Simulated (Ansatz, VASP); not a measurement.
## HfSiO4 in VASP and in Ansatz

```
Hf Si O
1.0
    -3.29103    3.29103    2.98538
     3.29103   -3.29103    2.98538
     3.29103    3.29103   -2.98538
Hf Si O
2 2 8
Direct
  0.75000 0.25000 0.50000
  0.00000 0.00000 0.00000
  0.25000 0.75000 0.50000
  0.50000 0.50000 0.00000
  0.13525 0.31986 0.81539
  0.06986 0.75447 0.68461
  0.50447 0.31986 0.18461
  0.06986 0.38525 0.31539
  0.61475 0.93014 0.68461
  0.68014 0.86475 0.18461
  0.24553 0.93014 0.31539
  0.68014 0.49553 0.81539
```

Alike in both runs: functional r2SCAN; k mesh 4 × 4 × 4; no spin polarisation.

Ansatz relaxed the structure, and its values are those at the end. VASP's run is a single point on that final structure, the one shown.

|  | VASP | Ansatz |
| --- | --- | --- |
| version | VASP 6.6.1 | Ansatz 0.2.0 |
| potentials or method | VASP PAW PBE potentials, release 64 (Hf_pv, Si, O), cutoff 520 eV | scalar-relativistic, plane waves, PAW |
| occupations | gaussian, width 0.01 eV | fixed |
| valence electrons in the cell | 76 | 108 |

VASP gave:

- gap on the k mesh at the Fermi level (eV): 5.96
- least direct gap on the mesh (eV): 6.31
- pressure (GPa): -1.8
- rms of the force components (eV/Å): 0.104

Problem. Estimate Ansatz's values.

Solution. gap on the k mesh at the Fermi level (eV): 6.02; least direct gap on the mesh (eV): 6.37; pressure (GPa): 0.0; rms of the force components (eV/Å): 0.001.

VASP's potentials were made for PBE, not for r2SCAN. VASP's potentials hold 76 valence electrons a cell and Ansatz's 108, so a difference there can come from the potentials and not from the codes.

Neither program's run includes spin-orbit coupling.
